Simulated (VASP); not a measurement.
The system is BiRu.

```
Bi Ru
1.0
     3.54674    0.00000    0.00000
     0.00000    3.54674    0.00000
     0.00000    0.00000    3.54674
Bi Ru
1 1
Cartesian
  0.0000 0.0000 0.0000
  1.7734 1.7734 1.7734
```

```yaml
Program: VASP 6.6.1
Task: relaxation of cell and atoms
Functional: PBE
Potentials_or_basis: VASP PAW PBE potentials, release 64 (Bi_d, Ru_pv)
Cutoff: 600 eV
k_mesh: 6 × 6 × 6
Occupations: gaussian, width 0.1 eV
Spin: no spin polarisation
```

At the start: pressure -12.1 GPa; volume 22.31 Å³/atom.

**Question.** How do energy, volume and symmetry change on relaxing?

**Answer.** Over 4 steps the energy falls by 110.8 meV/atom and the volume is 19.72 Å³/atom (-11.6 %); space group Pm-3m (No. 221, to 0.05 Å).

Step by step:
| step | energy change (eV) | largest force (eV/Å) | pressure (GPa) | volume (Å³) |
| --- | --- | --- | --- | --- |
| 1 | 0.0000 | 0.0000 | -12.07 | 44.62 |
| 2 | 0.0890 | 0.0000 | 23.47 | 34.62 |
| 3 | -0.2214 | 0.0000 | -0.45 | 39.55 |
| 4 | -0.2216 | 0.0000 | -0.08 | 39.44 |

Final structure:
```xyz
2
Lattice="3.4039 0.0000 0.0000 0.0000 3.4039 0.0000 0.0000 0.0000 3.4039" Properties=species:S:1:pos:R:3 pbc="T T T"
Bi    0.0000    0.0000    0.0000
Ru    1.7020    1.7020    1.7020
```
